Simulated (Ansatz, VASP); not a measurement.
**Na2S: VASP beside Ansatz**

```
Na S
1.0
     0.00000    3.39001    3.39001
     3.39001    0.00000    3.39001
     3.39001    3.39001    0.00000
Na S
2 1
Direct
  0.25000 0.25000 0.25000
  0.75000 0.75000 0.75000
  0.00000 0.00000 0.00000
```

Alike in both runs: task single point; functional PBE; k mesh 8 × 8 × 8; occupations gaussian, width 0.02 eV; no spin polarisation.

|  | VASP | Ansatz |
| --- | --- | --- |
| version | VASP 6.6.1 | Ansatz 0.2.0 |
| potentials or method | VASP PAW PBE potentials, release 64 (Na_pv, S), cutoff 500 eV | scalar-relativistic, plane waves, PAW |
| valence electrons in the cell | 20 | 24 |

```csv
,VASP,Ansatz,Ansatz less VASP
gap on the k mesh at the Fermi level (eV),2.15,2.15,+0.002
least direct gap on the mesh (eV),2.15,2.15,+0.002
pressure (GPa),-2.2,-2.2,+0.03
```

VASP's potentials hold 20 valence electrons a cell and Ansatz's 24, so a difference there can come from the potentials and not from the codes.
